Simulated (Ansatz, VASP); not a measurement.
# One calculation of Fe, two programs

```
CELL_PARAMETERS angstrom
0.00000 1.92871 1.95192
1.48838 0.00000 1.95192
1.48838 1.92871 0.00000
ATOMIC_POSITIONS crystal
Fe 0.00000 0.00000 0.00000
```

Change from the starting cell: volume scaled by 0.98, PAW files.

Alike in both runs: task electric field gradients; functional LDA; k mesh 16 × 16 × 16; occupations fermi-dirac, width 0.05 eV; collinear spin.

|  | VASP | Ansatz |
| --- | --- | --- |
| version | VASP 6.6.1 | Ansatz 0.2.0 |
| potentials or method | VASP PAW LDA potentials, release 64 (Fe) | PAW with Ansatz's default frozen-core files, scalar-relativistic |
| plane-wave cutoff (eV) | 520 | 420 |
| valence electrons in the cell | 8 | 16 |

Ansatz gave:

| Item | Value |
| --- | --- |
| pressure (GPa) | -14.8 |
| traceless stress, the component that is largest in VASP (GPa) | -5.96 |
| net moment per atom (μB) | 2.13 |
| size of the moment on the site where the two differ most (μB) | 2.14 |
| size of Vzz on the site where it differs most (V/Å²) | 9.3 |

Question: Which values does VASP return?

Answer: Pressure (GPa): -15.9; traceless stress, the component that is largest in VASP (GPa): -6.09; net moment per atom (μB): 2.09; size of the moment on the site where the two differ most (μB): 2.06; size of Vzz on the site where it differs most (V/Å²): 9.2.

LDA's correlation is that of Perdew and Zunger in VASP and of Perdew and Wang (1992) in Ansatz. Site moments also hang on the region over which each program counts them. VASP's potentials hold 8 valence electrons a cell and Ansatz's 16, so a difference there can come from the potentials and not from the codes.
